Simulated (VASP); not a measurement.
# B (Fd-3m) in VASP: notebook

B is run at these levels: PBE; tasks: single point.

Everything below comes from runs of VASP 6.6.1. Logs are shortened: lines on timing, memory, paths and dates and some standing lists are left out, and cuts for length are marked.

## (1) The cell of the first run

Symmetry: Fd-3m, No. 227, cubic system. Conventional cell: a = 4.052 Å, b = 4.052 Å, c = 4.052 Å, α = 90.00°, β = 90.00°, γ = 90.00°. Within 2.3 Å of B (site symmetry -43m) lie 4 B at 1.75 Å.

## (2) Single point, PBE

The input, INCAR:

```
PREC = Accurate
ENCUT = 520
EDIFF = 1E-6
ISMEAR = -1
SIGMA = 0.1
LREAL = F
LASPH = T
NELM = 80
ALGO = Normal
ISIF = 2
LWAVE = F
LCHARG = F
GGA = PE
NBANDS = 10
```

The input, KPOINTS:

```
Automatic mesh
0
Gamma
  22 22 22
```

The input, POSCAR:

```
B
1.0
    0.0000000000      2.0261947002      2.0261947002
    2.0261947002      0.0000000000      2.0261947002
    2.0261947002      2.0261947002      0.0000000000
B
2
Direct
    0.1250000000      0.1250000000      0.1250000000
    0.8750000000      0.8750000000      0.8750000000
```

Potentials or basis: VASP PAW PBE potentials, release 64 (B).

The run is started by

```console
$ cat potpaw_PBE.64/B/POTCAR > POTCAR
$ mpirun -np 1 vasp_std > vasp.out
```

OUTCAR:

```text
PREC = Accurate
   ENCUT = 520
   EDIFF = 1E-6
   ISMEAR = -1
   LREAL = F
   LASPH = T
   NELM = 80
   ISIF = 2
   GGA = PE

 ion  position               nearest neighbor table
   1  0.125  0.125  0.125-   2 1.75   2 1.75   2 1.75   2 1.75
   2  0.875  0.875  0.875-   1 1.75   1 1.75   1 1.75   1 1.75

  LATTYP: Found a face centered cubic cell.
 ALAT       =     4.0523894004

  Lattice vectors:

 A1 = (   0.0000000000,   2.0261947002,   2.0261947002)
 A2 = (   2.0261947002,   0.0000000000,   2.0261947002)
 A3 = (   2.0261947002,   2.0261947002,   0.0000000000)

Analysis of symmetry for initial positions (statically):
=====================================================================
 Subroutine PRICEL returns:
 Original cell was already a primitive cell.

 Routine SETGRP: Setting up the symmetry group for a
 face centered cubic supercell.

 Subroutine GETGRP returns: Found 48 space group operations
 (whereof 12 operations were pure point group operations)
 out of a pool of 48 trial point group operations.

The static configuration has the point symmetry D_3d.
 The point group associated with its full space group is O_h .

Analysis of symmetry for dynamics (positions and initial velocities):
=====================================================================
 Subroutine PRICEL returns:
 Original cell was already a primitive cell.

 Routine SETGRP: Setting up the symmetry group for a
 face centered cubic supercell.

 Subroutine GETGRP returns: Found 48 space group operations
 (whereof 12 operations were pure point group operations)
 out of a pool of 48 trial point group operations.

The dynamic configuration has the point symmetry D_3d.
 The point group associated with its full space group is O_h .

 Subroutine INISYM returns: Found 48 space group operations
 (whereof 12 operations are pure point group operations),
 and found     1 'primitive' translations

----------------------------------------------------------------------------------------

                                     Primitive cell

  volume of cell :      16.6369

  direct lattice vectors                    reciprocal lattice vectors
     0.000000000  2.026194700  2.026194700    -0.246767993  0.246767993  0.246767993
     2.026194700  0.000000000  2.026194700     0.246767993 -0.246767993  0.246767993
     2.026194700  2.026194700  0.000000000     0.246767993  0.246767993 -0.246767993

  length of vectors
     2.865472025  2.865472025  2.865472025     0.427414702  0.427414702  0.427414702

  position of ions in fractional coordinates (direct lattice)
     0.125000000  0.125000000  0.125000000
     0.875000000  0.875000000  0.875000000

  ion indices of the primitive-cell ions
   primitive index   ion index
                 1           1
                 2           2

----------------------------------------------------------------------------------------

 KPOINTS: Automatic mesh

Automatic generation of k-mesh.
 Grid dimensions read from file:
 generate k-points for:   22   22   22

 Generating k-lattice:

  Cartesian coordinates                     Fractional coordinates (reciprocal lattice)
    -0.011216727  0.011216727  0.011216727     0.045454545  0.000000000  0.000000000
     0.011216727 -0.011216727  0.011216727     0.000000000  0.045454545  0.000000000
     0.011216727  0.011216727 -0.011216727     0.000000000  0.000000000  0.045454545

  Length of vectors
     0.019427941  0.019427941  0.019427941

  Shift w.r.t. Gamma in fractional coordinates (k-lattice)
     0.000000000  0.000000000  0.000000000

 Subroutine IBZKPT returns following result:
 ===========================================

 Found    328 irreducible k-points:

 Following reciprocal coordinates:
            Coordinates               Weight
  0.000000  0.000000  0.000000      1.000000
  0.045455  0.000000  0.000000      8.000000
  0.090909  0.000000  0.000000      8.000000
  0.136364  0.000000  0.000000      8.000000
  0.181818  0.000000  0.000000      8.000000
  0.227273  0.000000  0.000000      8.000000
[... 16 lines left out ...]
  0.500000  0.045455  0.000000     24.000000
 -0.454545  0.045455  0.000000     24.000000
 [... further k-points ...]
   k-points           NKPTS =    328   k-points in BZ     NKDIM =    328   number of bands    NBANDS=     10
   number of dos      NEDOS =    301   number of ions     NIONS =      2
   total plane-waves  NPLWV =  13824
   dimension x,y,z NGX =    24 NGY =   24 NGZ =   24
   dimension x,y,z NGXF=    48 NGYF=   48 NGZF=   48
   ions per type =               2
   NGX,Y,Z   is equivalent  to a cutoff of  13.92, 13.92, 13.92 a.u.
   NGXF,Y,Z  is equivalent  to a cutoff of  27.85, 27.85, 27.85 a.u.
 SYSTEM =  unknown system
   PREC   = accura    normal or accurate (medium, high low for compatibility)
   ISTART =      0    job   : 0-new  1-cont  2-samecut
   ICHARG =      2    charge: 1-file 2-atom 10-const
   ISPIN  =      1    spin polarized calculation?
   LNONCOLLINEAR =      F non collinear calculations
   LSORBIT =      F    spin-orbit coupling
   LASPH  =      T    aspherical Exc in radial PAW
   ENCUT  =  520.0 eV  38.22 Ry    6.18 a.u.   5.33  5.33  5.33*2*pi/ulx,y,z
   NELM   =     80;   NELMIN=  2; NELMDL= -5     # of ELM steps
   EDIFF  = 0.1E-05   stopping-criterion for ELM
   LREAL  =      F    real-space projection
   EDIFFG = 0.1E-04   stopping-criterion for IOM
   NSW    =      0    number of steps for IOM
   IBRION =     -1    ionic relax: 0-MD 1-quasi-New 2-CG
   NFREE  =      0    steps in history (QN), initial steepest desc. (CG)
   ISIF   =      2    stress and relaxation
   ISYM   =      2    0-nonsym 1-usesym 2-fastsym
   POTIM  = 0.5000    time-step for ionic-motion
   TEBEG  =    0.0;   TEEND  =   0.0 temperature during run
   PSTRESS=    0.0 pullay stress
   NELECT =       6.0000    total number of electrons
   NUPDOWN=      -1.0000    fix difference up-down
   EMIN   =  10.00;   EMAX   =-10.00  energy-range for DOS
   EFERMI =   0.00;   METHOD = LEGACY
   ISMEAR =    -1;   SIGMA  =   0.10  broadening in eV -4-tet -1-fermi 0-gaus
   EFERMI_NEDOS =   21; number of points for ismear=-14 and -15
   IALGO  =     38    algorithm
   IMIX   =      4    mixing-type and parameters
     AMIX     =   0.40;   BMIX     =  1.00
     AMIX_MAG =   1.60;   BMIX_MAG =  1.00
  volume/ion in A,a.u.               =       8.32        56.14
  Fermi-wavevector in a.u.,A,eV,Ry     =   1.165290  2.202079 18.475366  1.357901
  Thomas-Fermi vector in A             =   2.301818
   LORBIT       =      0    0 simple, 1 ext, 2 COOP (PROOUT), +10 PAW based schemes
   GGA     = PE    functional components
[... 5 lines left out ...]
 non-spin polarized calculation
  energy-cutoff  :      520.00
  volume of cell :       16.64
 maximum number of plane-waves:       464
 NGX is ok and might be reduce to    24
   NGX = 11   NGY = 11   NGZ = 11

 number of electron       6.0000000 magnetization

 Free energy of the ion-electron system (eV)
  ---------------------------------------------------
  ext. energy  EPLUGINS =         0.00000000
  ---------------------------------------------------
  free energy    TOTEN  =       -11.53026120 eV

  energy without entropy =      -11.50185443  energy(sigma->0) =      -11.51605781

 E-fermi :   3.7546     XC(G=0): -11.1962

 val. band max:        3.7494008636   @ k =  -0.4091   0.2727   0.0455
 cond. band min:       3.7673768747   @ k =   0.3182   0.2727   0.0455
 fundamental gap:      0.0179760111
 Fermi energy:         3.7545663771

 k-point     1 :       0.0000    0.0000    0.0000
  band No.  band energies     occupation
      1      -9.1226      2.00000
      2       7.7797      0.00000
      3       7.7797      0.00000
      4       7.7797      0.00000
      5      11.9230      0.00000
      6      11.9230      0.00000
      7      11.9230      0.00000
      8      20.2619      0.00000
      9      22.5164      0.00000
     10      26.7146      0.00000

 k-point     2 :       0.0455    0.0000    0.0000
  band No.  band energies     occupation
      1      -9.0779      2.00000
      2       7.4324      0.00000
      3       7.6879      0.00000
      4       7.6879      0.00000
      5      12.0430      0.00000
      6      12.0430      0.00000
      7      12.1663      0.00000
      8      20.2533      0.00000
      9      22.5994      0.00000
     10      25.8731      0.00000

 k-point     3 :       0.0909    0.0000    0.0000
  band No.  band energies     occupation
      1      -8.9436      2.00000
      2       6.5790      0.00000
      3       7.4472      0.00000
      4       7.4472      0.00000
      5      12.3607      0.00000
      6      12.3607      0.00000
      7      12.7136      0.00000
      8      20.2276      0.00000
      9      22.8261      0.00000
     10      24.9046      0.00000

 k-point     4 :       0.1364    0.0000    0.0000
  band No.  band energies     occupation
      1      -8.7202      2.00000
      2       5.4798      0.00000
      3       7.1260      0.00000
      4       7.1260      0.00000
      5      12.7840      0.00000
      6      12.7840      0.00000
      7      13.3237      0.00000
      8      20.1839      0.00000
      9      23.1340      0.00000
     10      24.1540      0.00000
[... 222 lines left out ...]
 k-point    22 :       0.4545    0.0455    0.0000
  band No.  band energies     occupation
      1      -5.0264      2.00000
      2      -2.3031      2.00000
      3       5.3293      0.00000
      4       5.4103      0.00000
      5      13.8286      0.00000
      6      14.2473      0.00000
      7      15.6976      0.00000
      8      19.6295      0.00000
      9      24.5620      0.00000
     10      26.3172      0.00000

 k-point    23 :       0.5000    0.0455    0.0000
  band No.  band energies     occupation
      1      -4.3359      2.00000
      2      -3.1178      2.00000
      3       5.2919      0.00000
      4       5.3496      0.00000
      5      13.8833      0.00000
      6      14.1599      0.00000
      7      15.7522      0.00000
      8      19.6361      0.00000
      9      24.7585      0.00000
     10      27.1258      0.00000

 k-point    24 :      -0.4545    0.0455    0.0000
  band No.  band energies     occupation
      1      -4.5319      2.00000
      2      -2.8968      2.00000
      3       5.2312      0.00000
      4       5.4296      0.00000
      5      13.9628      0.00000
      6      14.0881      0.00000
      7      15.7381      0.00000
      8      19.6477      0.00000
      9      24.7574      0.00000
     10      26.6780      0.00000

 [... further k-points ...]

------------------------ aborting loop because EDIFF is reached ----------------------------------------

  FORCE on cell =-STRESS in cart. coord.  units (eV):
  Direction    XX          YY          ZZ          XY          YZ          ZX
  --------------------------------------------------------------------------------------
  -------------------------------------------------------------------------------------
  Total       -0.0044459     -0.0044459     -0.0044459      0.0000000     -0.0000000     -0.0000000
  in kB       -0.4281463     -0.4281463     -0.4281463      0.0000000     -0.0000000     -0.0000000
  external PRESSURE =      -0.4281463 kB  Pullay stress =       0.0000000 kB

 VOLUME and BASIS-vectors are now :
 -----------------------------------------------------------------------------
  energy-cutoff  :      520.00
  volume of cell :       16.64
      direct lattice vectors                 reciprocal lattice vectors
     0.000000000  2.026194700  2.026194700    -0.246767993  0.246767993  0.246767993
     2.026194700  0.000000000  2.026194700     0.246767993 -0.246767993  0.246767993
     2.026194700  2.026194700  0.000000000     0.246767993  0.246767993 -0.246767993

 POSITION                                       TOTAL-FORCE (eV/Angst)
 -----------------------------------------------------------------------------------
      0.50655      0.50655      0.50655        -0.000000      0.000000      0.000000
      3.54584      3.54584      3.54584         0.000000     -0.000000     -0.000000
 -----------------------------------------------------------------------------------
    total drift:                                0.000000      0.000000      0.000000

  FREE ENERGIE OF THE ION-ELECTRON SYSTEM (eV)
  ---------------------------------------------------
  free  energy   TOTEN  =       -11.5302611985 eV

  energy  without entropy=      -11.5018544282  energy(sigma->0) =      -11.51605781
```

It took 33 s on 1 thread of Intel Xeon Platinum 8259CL at 2.50GHz (Skylake/Cascade Lake), shared host; peak memory 0.16 GiB.

Results:

```yaml
Free_energy: -11.5303 eV
Pressure: 0.0 GPa
Band_gap_on_the_k_mesh: zero (band 3 reaches 7.78 eV, above the bottom of band 4 at 0.66 eV)
```

Levels at points of the mesh, in eV from the Fermi level:
```
           k point  band 1  band 2  band 3  band 4  band 5  band 6  band 7  band 8
(0.00, 0.00, 0.00)  -12.88    4.03    4.03    4.03    8.17    8.17    8.17   16.51
(0.50, 0.00, 0.00)   -8.04   -7.00    1.69    1.69   10.23   10.23   11.88   15.79
(0.50, 0.50, 0.00)   -5.96   -5.96   -1.29   -1.29    7.19    7.19   18.18   18.18
```

## (3) Single point, PBE (volume scaled by 1.04)

The input, INCAR:

```
SYSTEM = B
PREC = Accurate ; ENCUT = 520
EDIFF = 1E-6 ; ISMEAR = -1
SIGMA = 0.1 ; LREAL = .FALSE.
LASPH = .TRUE. ; NELM = 60
ALGO = Normal ; ISIF = 2
LWAVE = .FALSE. ; LCHARG = .FALSE.
GGA = PE ; NBANDS = 10
```

The input, KPOINTS:

```
Automatic mesh
0
G
  22 22 22
  0 0 0
```

The input, POSCAR:

```
B
1.0
    0.0000000000      2.0528582145      2.0528582145
    2.0528582145      0.0000000000      2.0528582145
    2.0528582145      2.0528582145      0.0000000000
B
2
Direct
    0.1250000000      0.1250000000      0.1250000000
    0.8750000000      0.8750000000      0.8750000000
```

Potentials or basis: VASP PAW PBE potentials, release 64 (B).

The run is started by

```console
$ cat potpaw_PBE.64/B/POTCAR > POTCAR
$ mpirun -np 1 vasp_std > vasp.out
```

It took 33 s on 1 thread of Intel Xeon Platinum 8259CL at 2.50GHz (Skylake/Cascade Lake), shared host; peak memory 0.16 GiB.

Results (log left out):

| Quantity | Value |
| --- | --- |
| Free energy | -11.5165 eV |
| Pressure | -6.5 GPa |
| Band gap on the k mesh | zero (band 3 reaches 7.35 eV, above the bottom of band 4 at 0.50 eV) |

Levels at points of the mesh, in eV from the Fermi level:
```csv
k point,band 1,band 2,band 3,band 4,band 5,band 6
"(0.00, 0.00, 0.00)",-12.60,3.89,3.89,3.89,7.97,7.97
"(0.50, 0.00, 0.00)",-7.94,-6.79,1.64,1.64,10.00,10.00
"(0.50, 0.50, 0.00)",-5.87,-5.87,-1.23,-1.23,7.02,7.02
```

[end of part 1 of 2]
